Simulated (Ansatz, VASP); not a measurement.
# One calculation of FeCu, two programs

Contents of INCAR:

```
PREC = Accurate ; ENCUT = 700
EDIFF = 1E-6 ; ISMEAR = -1
SIGMA = 0.03 ; LREAL = F
LASPH = T ; NELM = 200
ALGO = Normal ; ISIF = 2
LWAVE = F ; LCHARG = T
ISPIN = 2 ; MAGMOM = 3 0
LORBIT = 11 ; LMAXMIX = 4
GGA = PE ; LELF = T
LVHAR = T ; NBANDS = 28
GGA_COMPAT = F
```

KPOINTS

```
regular mesh
0
Gamma
  12 12 7
```

File POSCAR:

```
FeCu
1.0
    1.4382720000     -1.9879340000      0.0000000000
    1.4382720000      1.9879340000      0.0000000000
    0.0000000000      0.0000000000      4.1381350000
Fe Cu
1 1
Direct
    0.0000000000      0.0000000000      0.0000000000
    0.5000000000      0.5000000000      0.5000000000
```

Input for Ansatz:

```yaml
crystal:
  lattice:
    - [1.438272, -1.987934, 0.0]
    - [1.438272, 1.987934, 0.0]
    - [0.0, 0.0, 4.138135]
  atoms:
    - { symbol: Fe, position: [0.0, 0.0, 0.0], spin: 3.0 }
    - { symbol: Cu, position: [0.5, 0.5, 0.5] }
magnetization:
  spin_polarized: true
kpoints:
  mp_grid: { grid: [12, 12, 7] }
scf:
  occupations: { method: fermi_dirac, width: 0.03 }
hamiltonian:
  xc: pbe
  pseudopotentials: { kind: paw }
output:
  forces: true
  stress: true
  eigenvalues: true
  populations: true
  write_density: true
  write_potential: true
  elf: true
  volumetric_format: npy
```

Alike in both runs: task single point; functional PBE; k mesh 12 × 12 × 7; occupations fermi-dirac, width 0.03 eV; collinear spin.

```csv
,VASP,Ansatz
version,VASP 6.6.1,Ansatz 0.2.0
potentials or method,"VASP PAW PBE potentials, release 64 (Fe_sv, Cu_sv_GW)","PAW with Ansatz's default frozen-core files, scalar-relativistic"
plane-wave cutoff (eV),700,420
valence electrons in the cell,35,35
```

```csv
,VASP,Ansatz,Ansatz less VASP
pressure (GPa),-1.6,1.5,+3.09
"traceless stress, the component that is largest in VASP (GPa)",-0.30,-0.25,+0.050
net moment per atom (μB),1.31,1.31,-0.001
size of the moment on the site where the two differ most (μB),2.50,2.56,+0.066
```

Site moments also hang on the region over which each program counts them. With one functional, cell and mesh, what is left measures potentials, basis and numerics.
